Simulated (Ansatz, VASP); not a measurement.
# Two plane-wave programs on ZrBiSe3

```xyz
5
Lattice="3.5944 0.0000 0.0000 -1.7972 3.1128 0.0000 0.0000 0.0000 12.1628" Properties=species:S:1:pos:R:3 pbc="T T T"
Zr    1.7972    1.0376    4.6753
Bi    0.0000    0.0000    9.6945
Se    0.0000    0.0000    0.1367
Se    0.0000    2.0752    3.0238
Se    0.0000    0.0000    6.3579
```

Alike in both runs: functional PBE; dispersion D3(BJ); k mesh 12 × 12 × 4; occupations gaussian, width 0.1 eV; no spin polarisation.

Ansatz relaxed the structure, and its values are those at the end. VASP's run is a single point on that final structure, the one shown.

|  | VASP | Ansatz |
| --- | --- | --- |
| version | VASP 6.6.1 | Ansatz 0.2.0 |
| potentials or method | VASP PAW PBE potentials, release 64 (Zr_sv, Bi_d, Se), cutoff 520 eV | scalar-relativistic, plane waves, PAW |
| valence electrons in the cell | 45 | 75 |

Ansatz gave:

| Quantity | Value |
| --- | --- |
| gap on the k mesh at the Fermi level (eV) | none |
| pressure (GPa) | 0.0 |
| rms of the force components (eV/Å) | 0.003 |

Task: Which values does VASP return?

Result: gap on the k mesh at the Fermi level (eV): none; pressure (GPa): 0.1; rms of the force components (eV/Å): 0.011.

A gap of «none» marks a metal or a gap that the smearing closes. VASP's potentials hold 45 valence electrons a cell and Ansatz's 75, so a difference there can come from the potentials and not from the codes.

Neither program's run includes spin-orbit coupling.
